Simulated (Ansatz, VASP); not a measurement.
## Two plane-wave programs on C

```
C
1.0
     2.61972    0.00000    0.00000
     0.00000    2.61972    0.00000
     0.00000    0.00000    2.61972
C
3
Direct
  0.00000 0.50000 0.50000
  0.50000 0.00000 0.50000
  0.50000 0.50000 0.00000
```

Alike in both runs: task single point; functional PBE-based screened hybrid with a share of 0.3 of exact exchange and HFSCREEN = 0.2; k mesh 5 × 5 × 5; occupations fermi-dirac, width 0.05 eV; no spin polarisation.

```csv
,VASP,Ansatz
version,VASP 6.6.1,Ansatz 0.2.0
potentials or method,"VASP PAW PBE potentials, release 64 (C)",Ansatz PAW
plane-wave cutoff (eV),520,420
valence electrons in the cell,12,12
```

Ansatz gave:

| Quantity | Value |
| --- | --- |
| gap on the k mesh at the Fermi level (eV) | none |
| pressure (GPa) | -4.1 |

Question: Which values does VASP return?

Answer: gap on the k mesh at the Fermi level (eV): none; pressure (GPa): -3.9.

VASP's potentials were made for PBE, not for PBE-based screened hybrid. A gap of «none» marks a metal or a gap that the smearing closes.

The k mesh is coarse, so the values compare programs but aren't converged.
